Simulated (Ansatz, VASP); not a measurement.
# One calculation of Co, two programs

```
Co
1.0
     2.48736    0.00000    0.00000
    -1.24368    2.15412    0.00000
     0.00000    0.00000    4.06329
Co
2
Direct
  0.33333 0.66667 0.74014
  0.66667 0.33333 0.25986
```

Alike in both runs: task single point; functional r2SCAN; k mesh 12 × 12 × 7; occupations fermi-dirac, width 0.05 eV; collinear spin.

|  | VASP | Ansatz |
| --- | --- | --- |
| version | VASP 6.6.1 | Ansatz 0.2.0 |
| potentials or method | VASP PAW PBE potentials, release 64 (Co) | Ansatz PAW |
| plane-wave cutoff (eV) | 520 | 500 |
| valence electrons in the cell | 18 | 34 |

Ansatz gave:

| Item | Value |
| --- | --- |
| gap on the k mesh at the Fermi level (eV) | none |
| pressure (GPa) | -3.5 |
| traceless stress, the component that is largest in VASP (GPa) | 0.83 |
| rms of the force components (eV/Å) | 0.112 |
| net moment per atom (μB) | 1.79 |
| size of the moment on the site where the two differ most (μB) | 1.94 |

Question: Which values does VASP return?

Answer: gap on the k mesh at the Fermi level (eV): none; pressure (GPa): -3.4; traceless stress, the component that is largest in VASP (GPa): 0.76; rms of the force components (eV/Å): 0.109; net moment per atom (μB): 1.79; size of the moment on the site where the two differ most (μB): 1.85.

VASP's potentials were made for PBE, not for r2SCAN. Site moments also hang on the region over which each program counts them. Atom by atom the forces differ by 0.002 eV/Å (rms over components). A gap of «none» marks a metal or a gap that the smearing closes. VASP's potentials hold 18 valence electrons a cell and Ansatz's 34, so a difference there can come from the potentials and not from the codes.

Noted on Ansatz's run: the magnetic or orbital state may not be the lowest.
